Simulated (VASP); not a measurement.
Wanted: the native input for a VASP 6.6.1 run.

| Quantity | Value |
| --- | --- |
| Task | single point |
| Functional | PBEsol |
| Dispersion | D3(BJ) |
| Potentials or basis | VASP PAW PBE potentials, release 64 (W_sv, S) |
| Cutoff | 520 eV |
| k mesh | 12 × 12 × 4 |
| Occupations | gaussian, width 0.05 eV |
| Spin | no spin polarisation |
| Dipole correction | no |
| Further INCAR settings | ALGO = Normal; EDIFF = 1e-06; NBANDS = 35 |

The structure of WS2 lies in POSCAR:

```
WS2
1.0
    3.1147273971      0.0000000000      0.0000000000
   -1.5573636985      2.6974330517      0.0000000000
    0.0000000000      0.0000000000     11.7722466704
W S
2 4
Direct
    0.3333333333      0.6666666667      0.2500000000
    0.6666666667      0.3333333333      0.7500000000
    0.2810017686      0.6405008843      0.6269362614
    0.6143351019      0.3071675510      0.1269362614
    0.2810017686      0.6405008843      0.8940298790
    0.6143351019      0.3071675510      0.3940298790
```

This cell differs from its parent crystal: all S atoms moved +0.188 Å, as atom 3 towards its neighbour atom 2 (W) at 2.389 Å.

These files were run (other wordings do the same):

INCAR

```
SYSTEM = WS2
PREC = Accurate ; ENCUT = 520
EDIFF = 1E-6 ; ISMEAR = 0
SIGMA = 0.05 ; LREAL = .False.
LASPH = .True. ; NELM = 60
ALGO = Normal ; ISIF = 2
LWAVE = .False. ; LCHARG = .False.
GGA = PS ; IVDW = 12
NBANDS = 35
```

KPOINTS

```
regular mesh
0
Gamma
  12 12 4
  0 0 0
```

Potentials or basis: VASP PAW PBE potentials, release 64 (W_sv, S).

The run is started by

```sh
$ cat potpaw_PBE.64/W_sv/POTCAR potpaw_PBE.64/S/POTCAR > POTCAR
$ mpirun -np 1 vasp_std > vasp.out
```

Results of the run:

The pressure is 3.4 GPa, the largest force is 5.474 eV/Å and the band gap on the k mesh is 0.46 eV (least direct gap 1.30 eV). The dispersion energy per atom is -0.416 eV.

Caveat: the cell differs from its parent crystal (all S atoms moved +0.188 Å, as atom 3 towards its neighbour atom 2 (W) at 2.389 Å); the cell stands under pressure; the PAW data sets were made with another functional, which shifts forces and pressure a little; spin-orbit coupling is left out, which moves the levels of the heavy elements.

It took 6.3 min on 1 thread of Intel(R) Xeon(R) Platinum 8259CL CPU @ 2.50GHz (Skylake/Cascade Lake), on a shared host, peak memory 0.55 GiB.
